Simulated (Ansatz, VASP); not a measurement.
**MoS: VASP beside Ansatz**

INCAR

```
PREC = Accurate
ENCUT = 520
EDIFF = 1E-7
ISMEAR = 0
SIGMA = 0.1
LREAL = F
LASPH = T
NELM = 150
ALGO = Normal
ISIF = 2
LWAVE = F
LCHARG = F
ISPIN = 2
MAGMOM = 2 0
LORBIT = 11
LMAXMIX = 4
LDAU = T
LDAUTYPE = 2
LDAUL = 2 -1
LDAUU = 4.38 0
LDAUJ = 0 0
LDAUPRINT = 1
GGA = PE
NBANDS = 21
```

Contents of KPOINTS:

```
regular mesh
0
Gamma
  14 14 14
```

The input POSCAR:

```
MoS
1.0
    2.9614293190      0.0000000000      0.0000000000
    0.0000000000      2.9614293190      0.0000000000
    0.0000000000      0.0000000000      2.9614293190
Mo S
1 1
Direct
    0.0000000000      0.0000000000      0.0000000000
    0.5000000000      0.5000000000      0.5000000000
```

Input for Ansatz:

```yaml
crystal:
  lattice:
    - [2.961429319, 0.0, 0.0]
    - [0.0, 2.961429319, 0.0]
    - [0.0, 0.0, 2.961429319]
  atoms:
    - { symbol: Mo, position: [0.0, 0.0, 0.0], spin: 2.0 }
    - { symbol: S, position: [0.5, 0.5, 0.5] }
basis:
  ecutwfc: 420
kpoints:
  mp_grid: { grid: [14, 14, 14] }
hamiltonian:
  xc: pbe
  hubbard: { sites: [{ species: Mo, l: d, u_eff: 4.38 }] }
scf:
  occupations: { method: gaussian, width: 0.1 }
output:
  forces: true
  stress: true
  eigenvalues: true
  populations: true
magnetization:
  spin_polarized: true
```

Alike in both runs: task single point; functional PBE; k mesh 14 × 14 × 14; occupations gaussian, width 0.1 eV; collinear spin; Hubbard terms Mo d U = 4.38 eV.

|  | VASP | Ansatz |
| --- | --- | --- |
| version | VASP 6.6.1 | Ansatz 0.2.0 |
| potentials or method | VASP PAW PBE potentials, release 64 (Mo_sv, S), cutoff 520 eV | scalar-relativistic, plane waves, PAW |
| valence electrons in the cell | 20 | 20 |

```csv
,VASP,Ansatz,Ansatz less VASP
gap on the k mesh at the Fermi level (eV),none,none,-
pressure (GPa),18.8,24.7,+5.96
net moment per atom (μB),0.31,0.64,+0.333
size of the moment on the site where the two differ most (μB),0.62,1.10,+0.480
```

The net moments are unlike, so the other rows may belong to different states. Site moments also hang on the region over which each program counts them. The programs project onto different local orbitals, so the same U acts differently, and such runs can settle in different states. A gap of «none» marks a metal or a gap that the smearing closes. Ansatz's warnings: filled band counts differ across k points.
